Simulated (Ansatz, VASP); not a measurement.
# One calculation of SrO, two programs

Contents of INCAR:

```
SYSTEM = SrO
AGGAC = 1.0 ; AGGAX = 1.0
ALDAC = 0.0 ; ALDAX = 1.0
ALGO = Normal ; EDIFF = 1E-6
ENCUT = 520 ; GGA = B5
ISIF = 2 ; ISMEAR = 0
IVDW = 12 ; LASPH = .TRUE.
LCHARG = .TRUE. ; LELF = .TRUE.
LREAL = .FALSE. ; LVHAR = .TRUE.
LWAVE = .FALSE. ; NBANDS = 15
NELM = 60 ; PREC = Accurate
SIGMA = 0.05 ; VDW_A1 = 0.4298
VDW_A2 = 4.2359 ; VDW_S6 = 1.0
VDW_S8 = 2.6996
```

Contents of KPOINTS:

```
k-points
0
G
  8 8 8
  0 0 0
```

Contents of POSCAR:

```
SrO
1.0
    0.0000000000      2.6044201539      2.6044201539
    2.6044201539      0.0000000000      2.6044201539
    2.6044201539      2.6044201539      0.0000000000
Sr O
1 1
Direct
    0.5000000000      0.5000000000      0.5000000000
    0.0000000000      0.0000000000      0.0000000000
```

Input for Ansatz:

```yaml
crystal:
  lattice:
    - [0.0, 2.6044201539, 2.6044201539]
    - [2.6044201539, 0.0, 2.6044201539]
    - [2.6044201539, 2.6044201539, 0.0]
  atoms:
    - { symbol: Sr, position: [0.5, 0.5, 0.5] }
    - { symbol: O, position: [0.0, 0.0, 0.0] }
basis:
  ecutwfc: 420
  ecutrho_ratio: 4
kpoints:
  mp_grid: { grid: [8, 8, 8] }
hamiltonian:
  xc: blyp
  dispersion: d3bj
scf:
  occupations: { method: gaussian, width: 0.05 }
output:
  forces: true
  stress: true
  eigenvalues: true
```

Alike in both runs: task single point; functional BLYP; dispersion D3(BJ); k mesh 8 × 8 × 8; occupations gaussian, width 0.05 eV; no spin polarisation.

|  | VASP | Ansatz |
| --- | --- | --- |
| version | VASP 6.6.1 | Ansatz 0.2.0 |
| potentials or method | VASP PAW PBE potentials, release 64 (Sr_sv, O), cutoff 520 eV | scalar-relativistic, plane waves, PAW |
| valence electrons in the cell | 16 | 16 |

VASP gave:

* gap on the k mesh at the Fermi level (eV): 3.41
* least direct gap on the mesh (eV): 3.52
* pressure (GPa): -2.8

Question: Which values does Ansatz return?

Answer: gap on the k mesh at the Fermi level (eV): 3.46; least direct gap on the mesh (eV): 3.56; pressure (GPa): -3.3.

VASP's potentials were made for PBE, not for BLYP.
